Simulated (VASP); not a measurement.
A run of VASP 6.6.1 is set up as follows.

INCAR

```
PREC = Accurate ; ENCUT = 520
EDIFF = 1E-7 ; ISMEAR = 0
SIGMA = 0.1 ; LREAL = False
LASPH = True ; NELM = 100
ALGO = Fast ; ISIF = 2
LWAVE = False ; LCHARG = False
GGA = PS ; NBANDS = 11
```

The input KPOINTS:

```
Automatic mesh
0
Gamma
  12 12 12
```

File POSCAR:

```
Sr
1.0
    0.0000000000      2.9872076332      2.9872076332
    2.9872076332      0.0000000000      2.9872076332
    2.9872076332      2.9872076332      0.0000000000
Sr
1
Direct
    0.0000000000      0.0000000000      0.0000000000
```

Potentials or basis: VASP PAW PBE potentials, release 64 (Sr_sv).

Launch:

```console
$ cat potpaw_PBE.64/Sr_sv/POTCAR > POTCAR
$ mpirun -np 1 vasp_std > vasp.out
```

Problem. Estimate the pressure.

Solution. -0.3 GPa.

Problem. What does it give for the band gap on the k mesh?

Solution. Zero (band 5 reaches 1.65 eV, above the bottom of band 6 at 1.62 eV).

Caveat: the PAW data sets were made with another functional, which shifts forces and pressure a little.
